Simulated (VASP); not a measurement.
The system is Te.

```
CELL_PARAMETERS angstrom
5.18258 0.00000 0.00000
-2.59129 4.48825 0.00000
0.00000 0.00000 6.39752
ATOMIC_POSITIONS crystal
Te 0.00000 0.00000 0.25000
Te 0.00000 0.00000 0.75000
Te 0.33333 0.66667 0.75000
Te 0.66667 0.33333 0.25000
```

```yaml
Program: VASP 6.6.1
Task: relaxation of cell and atoms
Functional: PBE
Potentials_or_basis: VASP PAW PBE potentials, release 64 (Te)
Cutoff: 600 eV
k_mesh: 6 × 6 × 4
Occupations: gaussian, width 0.1 eV
Spin: no spin polarisation
```

At the start: pressure 0.7 GPa; volume 37.20 Å³/atom.

Where does the relaxation end?

Over 6 steps the energy falls by 23.1 meV/atom and the volume is 37.00 Å³/atom (-0.5 %); space group P6_3/mmc (No. 194, to 0.05 Å).

The path:
```tsv
step	energy change (eV)	largest force (eV/Å)	pressure (GPa)	volume (Å³)
1	0.0000	0.0000	0.67	148.81
2	-0.0720	0.0000	-0.64	152.11
3	-0.0749	0.0000	-0.89	152.84
4	-0.0915	0.0000	-0.19	148.84
5	-0.0915	0.0000	-0.19	148.84
6	-0.0923	0.0000	0.05	148.02
```

Final structure:
```cif
data_structure
_symmetry_space_group_name_H-M 'P 1'
_symmetry_Int_Tables_number 1
_cell_length_a 5.2918
_cell_length_b 5.2918
_cell_length_c 6.1035
_cell_angle_alpha 90.000
_cell_angle_beta 90.000
_cell_angle_gamma 120.000
_cell_volume 148.02
loop_
_atom_site_label
_atom_site_type_symbol
_atom_site_fract_x
_atom_site_fract_y
_atom_site_fract_z
_atom_site_occupancy
Te1 Te 0.00000 0.00000 0.25000 1
Te2 Te 0.00000 0.00000 0.75000 1
Te3 Te 0.33333 0.66667 0.75000 1
Te4 Te 0.66667 0.33333 0.25000 1
```
